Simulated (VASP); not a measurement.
Runs of VASP 6.6.1 on Ge. The structure is that of space group Fd-3m (No. 227), or close to it. The cells are those of the table. 

```tsv
task	cell	cutoff (eV)	gap on the mesh (eV)	pressure (GPa)
relaxation of cell and atoms	relaxed to -2 GPa from a = 4.001 Å, angles 60.0°, 2 atoms	600	none	-2.0
single point	a = 4.078 Å, angles 60.0°, 2 atoms	520	none	-0.1
relaxation of cell and atoms	relaxed from a = 4.001 Å, angles 60.0°, 2 atoms	600	none	0.0
relaxation of cell and atoms	relaxed to 10 GPa from a = 4.001 Å, angles 60.0°, 2 atoms	600	0.41	9.9
single point	a = 3.906 Å, angles 60.0°, 2 atoms	520	0.41	9.9
single point	a = 4.129 Å, angles 60.0°, 2 atoms	520	none	-2.0
single point	a = 4.034 Å, angles 60.0°, 2 atoms	520	none	(a)
relaxation of cell and atoms	relaxed to 5 GPa from a = 4.001 Å, angles 60.0°, 2 atoms	600	0.19	5.1
single point	a = 3.978 Å, angles 60.0°, 2 atoms	520	0.19	4.9
relaxation of cell and atoms	relaxed to 2 GPa from a = 4.001 Å, angles 60.0°, 2 atoms	600	none	2.0
```

Alike in all rows: level PBE; potentials or basis VASP PAW PBE potentials, release 64 (Ge_d); no spin polarisation; k mesh 6 × 6 × 6; smearing fermi-dirac 0.1 eV.

Task: Fill in the values left out.

Result: (a) 1.9.

Caveats: the cell is relaxed towards a set pressure, so the enthalpy falls and the energy may rise (some runs).

A k mesh can miss the band edges, and the runs leave out spin-orbit coupling on Ge.

A gap of «none» marks levels without a gap at the run's occupations.
